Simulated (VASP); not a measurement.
# TaN (P-62m) in VASP: single point with PBE

Aim: the single point of TaN with PBE.

Program: VASP 6.6.1. These are calculated values, not measurements. Logs are shortened: lines on timing, memory, paths and dates and some standing lists are left out, and cuts for length are marked.

### 1 The cell of the first run

The structure is hexagonal, space group P-62m (No. 189). The conventional cell has a = 5.226 Å, b = 5.226 Å, c = 2.923 Å, α = 90.00°, β = 90.00°, γ = 120.00°. Ta (site symmetry -62m) has 3 N at 2.05 Å within 2.7 Å. Within 3.1 Å of Ta (site symmetry -6) lie 6 N at 2.17 Å and 5 Ta at 2.92 to 3.02 Å. Within 2.8 Å of N (site symmetry m2m) lie 5 Ta at 2.05 to 2.17 Å and 4 N at 2.79 Å.

### 2 Single point, PBE

INCAR

```
SYSTEM = TaN
  ALGO = Normal
  EDIFF = 1E-6
  ENCUT = 520
  GGA = PE
  ISIF = 2
  ISMEAR = 0
  LASPH = .True.
  LCHARG = .False.
  LREAL = .False.
  LWAVE = .False.
  NBANDS = 33
  NELM = 80
  PREC = Accurate
  SIGMA = 0.1
```

KPOINTS

```
k-points
0
Gamma
  12 12 12
  0 0 0
```

POSCAR

```
TaN
1.0
    5.2256288759      0.0000000000      0.0000000000
   -2.6128144379      4.5255273573      0.0000000000
    0.0000000000      0.0000000000      2.9225403075
Ta N
3 3
Direct
    0.0000000000      0.0000000000      0.0000000000
    0.3333333333      0.6666666667      0.5000000000
    0.6666666667      0.3333333333      0.5000000000
    0.3925185505      0.0000000000      0.0000000000
    0.6074814495      0.6074814495      0.0000000000
    0.0000000000      0.3925185505      0.0000000000
```

Potentials or basis: VASP PAW PBE potentials, release 64 (Ta_pv, N).

Started as:

```console
$ cat potpaw_PBE.64/Ta_pv/POTCAR potpaw_PBE.64/N/POTCAR > POTCAR
$ mpirun -np 1 vasp_std > vasp.out
```

OUTCAR:

```text
SYSTEM = TaN
   EDIFF = 1E-6
   ENCUT = 520
   GGA = PE
   ISIF = 2
   ISMEAR = 0
   LASPH = .True.
   LREAL = .False.
   NELM = 80
   PREC = Accurate

 ion  position               nearest neighbor table
   1  0.000  0.000  0.000-   6 2.05   4 2.05   5 2.05   3 3.35   2 3.35   2 3.35   3 3.35   2 3.35
                             2 3.35   3 3.35   3 3.35   3 3.35   3 3.35   2 3.35   2 3.35
   2  0.333  0.667  0.500-   4 2.17   4 2.17   6 2.17   6 2.17   5 2.17   5 2.17   3 3.02   3 3.02
                             3 3.02   1 3.35   1 3.35   1 3.35   1 3.35   1 3.35   1 3.35
   3  0.667  0.333  0.500-   6 2.17   6 2.17   4 2.17   4 2.17   5 2.17   5 2.17   2 3.02   2 3.02
                             2 3.02   1 3.35   1 3.35   1 3.35   1 3.35   1 3.35   1 3.35
   4  0.393  0.000  0.000-   1 2.05   2 2.17   2 2.17   3 2.17   3 2.17
   5  0.607  0.607  0.000-   1 2.05   3 2.17   3 2.17   2 2.17   2 2.17
   6  0.000  0.393  0.000-   1 2.05   3 2.17   3 2.17   2 2.17   2 2.17

  LATTYP: Found a hexagonal cell.
 ALAT       =     5.2256288759
 C/A-ratio  =     0.5592705446

  Lattice vectors:

 A1 = (   5.2256288759,   0.0000000000,   0.0000000000)
 A2 = (  -2.6128144379,   4.5255273573,   0.0000000000)
 A3 = (   0.0000000000,   0.0000000000,   2.9225403075)

Analysis of symmetry for initial positions (statically):
=====================================================================
 Subroutine PRICEL returns:
 Original cell was already a primitive cell.

 Routine SETGRP: Setting up the symmetry group for a
 hexagonal supercell.

 Subroutine GETGRP returns: Found 12 space group operations
 (whereof 12 operations were pure point group operations)
 out of a pool of 24 trial point group operations.

The static configuration has the point symmetry D_3h.

Analysis of symmetry for dynamics (positions and initial velocities):
=====================================================================
 Subroutine PRICEL returns:
 Original cell was already a primitive cell.

 Routine SETGRP: Setting up the symmetry group for a
 hexagonal supercell.

 Subroutine GETGRP returns: Found 12 space group operations
 (whereof 12 operations were pure point group operations)
 out of a pool of 24 trial point group operations.

The dynamic configuration has the point symmetry D_3h.

 Subroutine INISYM returns: Found 12 space group operations
 (whereof 12 operations are pure point group operations),
 and found     1 'primitive' translations

----------------------------------------------------------------------------------------

                                     Primitive cell

  volume of cell :      69.1144

  direct lattice vectors                    reciprocal lattice vectors
     5.225628876  0.000000000  0.000000000     0.191364527  0.110484361  0.000000000
    -2.612814438  4.525527357  0.000000000     0.000000000  0.220968723  0.000000000
     0.000000000  0.000000000  2.922540307     0.000000000  0.000000000  0.342168078

  length of vectors
     5.225628876  5.225628876  2.922540307     0.220968723  0.220968723  0.342168078

  position of ions in fractional coordinates (direct lattice)
     0.000000000  0.000000000  0.000000000
     0.333333333  0.666666667  0.500000000
     0.666666667  0.333333333  0.500000000
     0.392518551  0.000000000  0.000000000
     0.607481449  0.607481449  0.000000000
     0.000000000  0.392518551  0.000000000

  ion indices of the primitive-cell ions
   primitive index   ion index
                 1           1
                 2           2
                 3           3
                 4           4
                 5           5
                 6           6

----------------------------------------------------------------------------------------

 KPOINTS: k-points

Automatic generation of k-mesh.
 Grid dimensions read from file:
 generate k-points for:   12   12   12

 Generating k-lattice:

  Cartesian coordinates                     Fractional coordinates (reciprocal lattice)
     0.015947044  0.009207030  0.000000000     0.083333333  0.000000000  0.000000000
     0.000000000  0.018414060  0.000000000     0.000000000  0.083333333  0.000000000
     0.000000000  0.000000000  0.028514007     0.000000000  0.000000000  0.083333333

  Length of vectors
     0.018414060  0.018414060  0.028514007

  Shift w.r.t. Gamma in fractional coordinates (k-lattice)
     0.000000000  0.000000000  0.000000000

 Subroutine IBZKPT returns following result:
 ===========================================

 Found    133 irreducible k-points:

 Following reciprocal coordinates:
            Coordinates               Weight
  0.000000  0.000000  0.000000      1.000000
  0.083333 -0.000000  0.000000      6.000000
  0.166667 -0.000000  0.000000      6.000000
  0.250000 -0.000000  0.000000      6.000000
  0.333333 -0.000000  0.000000      6.000000
  0.416667 -0.000000  0.000000      6.000000
[... 16 lines left out ...]
  0.250000 -0.000000  0.083333     12.000000
  0.333333 -0.000000  0.083333     12.000000
 [... further k-points ...]
   k-points           NKPTS =    133   k-points in BZ     NKDIM =    133   number of bands    NBANDS=     33
   number of dos      NEDOS =    301   number of ions     NIONS =      6
   total plane-waves  NPLWV =  38400
   dimension x,y,z NGX =    40 NGY =   40 NGZ =   24
   dimension x,y,z NGXF=    80 NGYF=   80 NGZF=   48
   ions per type =               3   3
   NGX,Y,Z   is equivalent  to a cutoff of  12.73, 12.73, 13.65 a.u.
   NGXF,Y,Z  is equivalent  to a cutoff of  25.45, 25.45, 27.30 a.u.
 SYSTEM =  TaN
   PREC   = accura    normal or accurate (medium, high low for compatibility)
   ISTART =      0    job   : 0-new  1-cont  2-samecut
   ICHARG =      2    charge: 1-file 2-atom 10-const
   ISPIN  =      1    spin polarized calculation?
   LNONCOLLINEAR =      F non collinear calculations
   LSORBIT =      F    spin-orbit coupling
   LASPH  =      T    aspherical Exc in radial PAW
   ENCUT  =  520.0 eV  38.22 Ry    6.18 a.u.   9.72  9.72  5.43*2*pi/ulx,y,z
   NELM   =     80;   NELMIN=  2; NELMDL= -5     # of ELM steps
   EDIFF  = 0.1E-05   stopping-criterion for ELM
   LREAL  =      F    real-space projection
   EDIFFG = 0.1E-04   stopping-criterion for IOM
   NSW    =      0    number of steps for IOM
   IBRION =     -1    ionic relax: 0-MD 1-quasi-New 2-CG
   NFREE  =      0    steps in history (QN), initial steepest desc. (CG)
   ISIF   =      2    stress and relaxation
   ISYM   =      2    0-nonsym 1-usesym 2-fastsym
   POTIM  = 0.5000    time-step for ionic-motion
   TEBEG  =    0.0;   TEEND  =   0.0 temperature during run
   PSTRESS=    0.0 pullay stress
   NELECT =      48.0000    total number of electrons
   NUPDOWN=      -1.0000    fix difference up-down
   EMIN   =  10.00;   EMAX   =-10.00  energy-range for DOS
   EFERMI =   0.00;   METHOD = LEGACY
   ISMEAR =     0;   SIGMA  =   0.10  broadening in eV -4-tet -1-fermi 0-gaus
   EFERMI_NEDOS =   21; number of points for ismear=-14 and -15
   IALGO  =     38    algorithm
   IMIX   =      4    mixing-type and parameters
     AMIX     =   0.40;   BMIX     =  1.00
     AMIX_MAG =   1.60;   BMIX_MAG =  1.00
  volume/ion in A,a.u.               =      11.52        77.73
  Fermi-wavevector in a.u.,A,eV,Ry     =   1.449770  2.739668 28.597181  2.101833
  Thomas-Fermi vector in A             =   2.567459
   LORBIT       =      0    0 simple, 1 ext, 2 COOP (PROOUT), +10 PAW based schemes
   GGA     = PE    functional components
   LHFCALC =     F    Hartree Fock is set to
   AEXX    =    0.0000 exact exchange contribution
   IVDW    =     0    specifies the selected vdW correction
   LEPSILON=     F    determine dielectric tensor
   LRPA    =     F    only Hartree local field effects (RPA)
 non-spin polarized calculation
 Gauss-broadening in eV      SIGMA  =   0.10
  energy-cutoff  :      520.00
  volume of cell :       69.11
 maximum number of plane-waves:      1895
 NGX is ok and might be reduce to    40
   NGX = 19   NGY = 19   NGZ = 11

 number of electron      48.0000002 magnetization

 Free energy of the ion-electron system (eV)
  ---------------------------------------------------
  ext. energy  EPLUGINS =         0.00000000
  ---------------------------------------------------
  free energy    TOTEN  =       -67.49940108 eV

  energy without entropy =      -67.49709338  energy(sigma->0) =      -67.49824723

 E-fermi :   8.2501     XC(G=0): -12.9224

 val. band max:        8.2318503015   @ k =   0.2500  -0.0000   0.1667
 cond. band min:       8.2545401872   @ k =   0.1667  -0.0000   0.0000
 fundamental gap:      0.0226898857
 Fermi energy:         8.2500535983

 k-point     1 :       0.0000    0.0000    0.0000
  band No.  band energies     occupation
      1     -28.0740      2.00000
      2     -28.0740      2.00000
      3     -27.7372      2.00000
      4     -27.7372      2.00000
      5     -27.5700      2.00000
      6     -27.4706      2.00000
[... 25 lines left out ...]
     32      11.2929      0.00000
     33      11.2929      0.00000

 k-point     2 :       0.0833   -0.0000    0.0000
  band No.  band energies     occupation
      1     -28.0797      2.00000
      2     -28.0727      2.00000
      3     -27.7323      2.00000
      4     -27.7300      2.00000
      5     -27.5684      2.00000
      6     -27.4721      2.00000
[... 25 lines left out ...]
     32      11.2696      0.00000
     33      11.3459      0.00000

 k-point     3 :       0.1667   -0.0000    0.0000
  band No.  band energies     occupation
      1     -28.0943      2.00000
      2     -28.0663      2.00000
      3     -27.7238      2.00000
      4     -27.7115      2.00000
      5     -27.5637      2.00000
      6     -27.4763      2.00000
[... 25 lines left out ...]
     32      11.1973      0.00000
     33      11.4930      0.00000

 k-point     4 :       0.2500   -0.0000    0.0000
  band No.  band energies     occupation
      1     -28.1123      2.00000
      2     -28.0503      2.00000
      3     -27.7253      2.00000
      4     -27.6878      2.00000
      5     -27.5566      2.00000
      6     -27.4830      2.00000
[... 673 lines left out ...]
     32      11.3440      0.00000
     33      11.4804      0.00000

 k-point    23 :       0.2500   -0.0000    0.0833
  band No.  band energies     occupation
      1     -28.1018      2.00000
      2     -28.0407      2.00000
      3     -27.7187      2.00000
      4     -27.6803      2.00000
      5     -27.6166      2.00000
      6     -27.5353      2.00000
[... 25 lines left out ...]
     32      11.5695      0.00000
     33      11.9838      0.00000

 k-point    24 :       0.3333   -0.0000    0.0833
  band No.  band energies     occupation
      1     -28.1177      2.00000
      2     -28.0141      2.00000
      3     -27.7405      2.00000
      4     -27.6588      2.00000
      5     -27.6084      2.00000
      6     -27.5442      2.00000
[... 25 lines left out ...]
     32      11.7521      0.00000
     33      11.9803      0.00000

 [... further k-points ...]
[... 5 lines left out ...]
  --------------------------------------------------------------------------------------
  -------------------------------------------------------------------------------------
  Total        0.3279281      0.3279281      0.2779917      0.0000000     -0.0000000      0.0000000
  in kB        7.6018786      7.6018786      6.4442764      0.0000000     -0.0000000      0.0000000
  external PRESSURE =       7.2160112 kB  Pullay stress =       0.0000000 kB

 VOLUME and BASIS-vectors are now :
 -----------------------------------------------------------------------------
  energy-cutoff  :      520.00
  volume of cell :       69.11
      direct lattice vectors                 reciprocal lattice vectors
     5.225628876  0.000000000  0.000000000     0.191364527  0.110484361  0.000000000
    -2.612814438  4.525527357  0.000000000     0.000000000  0.220968723  0.000000000
     0.000000000  0.000000000  2.922540307     0.000000000  0.000000000  0.342168078

 POSITION                                       TOTAL-FORCE (eV/Angst)
 -----------------------------------------------------------------------------------
      0.00000      0.00000      0.00000         0.000000      0.000000     -0.000000
     -0.00000      3.01702      1.46127         0.000000      0.000000     -0.000000
      2.61281      1.50851      1.46127         0.000000      0.000000     -0.000000
      2.05116      0.00000      0.00000         0.003774      0.000000      0.000000
      1.58724      2.74917      0.00000        -0.001887     -0.003268     -0.000000
     -1.02558      1.77635      0.00000        -0.001887      0.003268     -0.000000
 -----------------------------------------------------------------------------------
    total drift:                               -0.000002     -0.000003      0.000000

  FREE ENERGIE OF THE ION-ELECTRON SYSTEM (eV)
  ---------------------------------------------------
  free  energy   TOTEN  =       -67.4994010774 eV

  energy  without entropy=      -67.4970933800  energy(sigma->0) =      -67.49824723
```

It took 3.3 min on 1 thread of Intel Xeon Platinum 8488C (Sapphire Rapids), shared host; peak memory 0.36 GiB.

What came out:

| Quantity | Value |
| --- | --- |
| Free energy | -67.4994 eV |
| Pressure | 0.7 GPa |
| Largest force | 0.004 eV/Å |
| Band gap on the k mesh | zero (bands 24 and 25 overlap by 3.08 eV) |

Forces on the atoms (eV/Å):
```
Ta   0.000  0.000  0.000
Ta   0.000  0.000  0.000
Ta   0.000  0.000  0.000
N    0.004  0.000  0.000
N   -0.002 -0.003  0.000
N   -0.002  0.003  0.000
```

Levels at points of the mesh, in eV from the Fermi level:
| k point | band 20 | band 21 | band 22 | band 23 | band 24 | band 25 | band 26 | band 27 | band 28 | band 29 |
| --- | --- | --- | --- | --- | --- | --- | --- | --- | --- | --- |
| (0.00, 0.00, 0.00) | -5.04 | -4.29 | -3.37 | -1.98 | -0.98 | -0.98 | 0.53 | 0.53 | 1.69 | 1.80 |
| (0.50, 0.00, 0.00) | -4.61 | -3.94 | -3.90 | -2.89 | -2.67 | 1.10 | 1.71 | 1.81 | 2.31 | 2.31 |
| (0.00, 0.00, 0.50) | -4.52 | -4.39 | -2.89 | -2.89 | 1.79 | 1.79 | 1.89 | 2.08 | 2.08 | 3.13 |
| (0.50, 0.00, 0.50) | -4.76 | -4.05 | -3.27 | -2.01 | -1.00 | 0.42 | 1.27 | 3.09 | 3.18 | 3.23 |

Caveat: spin-orbit coupling is left out, which moves the levels of the heavy elements.

The gap in the log of VASP goes by the Fermi energy; the results here count the filled bands.